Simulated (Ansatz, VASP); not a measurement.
## One calculation of BaTe, two programs

File INCAR:

```
SYSTEM = BaTe
ALGO = Normal ; EDIFF = 1E-7
ENCUT = 520 ; GGA = PS
ISIF = 2 ; ISMEAR = 0
LASPH = .True. ; LCHARG = .False.
LREAL = .False. ; LWAVE = .False.
NBANDS = 15 ; NELM = 100
PREC = Accurate ; SIGMA = 0.02
```

The input KPOINTS:

```
k-points
0
Gamma
  6 6 6
  0 0 0
```

Contents of POSCAR:

```
BaTe
1.0
    4.2624660000      0.0000000000      0.0000000000
    0.0000000000      4.2624660000      0.0000000000
    0.0000000000      0.0000000000      4.2624660000
Ba Te
1 1
Direct
    0.0000000000      0.0000000000      0.0000000000
    0.5000000000      0.5000000000      0.5879772413
```

Input for Ansatz:

```yaml
crystal:
  lattice:
    - [4.262466, 0.0, 0.0]
    - [0.0, 4.262466, 0.0]
    - [0.0, 0.0, 4.262466]
  atoms:
    - { symbol: Ba, position: [0.0, 0.0, 0.0] }
    - { symbol: Te, position: [0.5, 0.5, 0.5879772413] }
basis:
  ecutwfc: 420
kpoints:
  mp_grid: { grid: [6, 6, 6] }
hamiltonian:
  xc: pbesol
scf:
  occupations: { method: gaussian, width: 0.02 }
output:
  forces: true
  stress: true
  eigenvalues: true
```

Change from the starting cell: one atom moved.

Alike in both runs: task single point; functional PBEsol; k mesh 6 × 6 × 6; occupations gaussian, width 0.02 eV; no spin polarisation.

```csv
,VASP,Ansatz
version,VASP 6.6.1,Ansatz 0.2.0
potentials or method,"VASP PAW PBE potentials, release 64 (Ba_sv, Te), cutoff 520 eV","scalar-relativistic, plane waves, PAW"
valence electrons in the cell,16,26
```

|  | VASP | Ansatz | Ansatz less VASP |
| --- | --- | --- | --- |
| gap on the k mesh at the Fermi level (eV) | 0.81 | 0.88 | +0.075 |
| least direct gap on the mesh (eV) | 1.07 | 1.14 | +0.075 |
| pressure (GPa) | -0.8 | -1.3 | -0.49 |
| traceless stress, the component that is largest in VASP (GPa) | -0.14 | -0.10 | +0.044 |
| rms of the force components (eV/Å) | 0.214 | 0.195 | -0.0191 |

VASP's potentials were made for PBE, not for PBEsol. Atom by atom the forces differ by 0.019 eV/Å (rms over components). VASP's potentials hold 16 valence electrons a cell and Ansatz's 26, so a difference there can come from the potentials and not from the codes.

Neither program's run includes spin-orbit coupling.
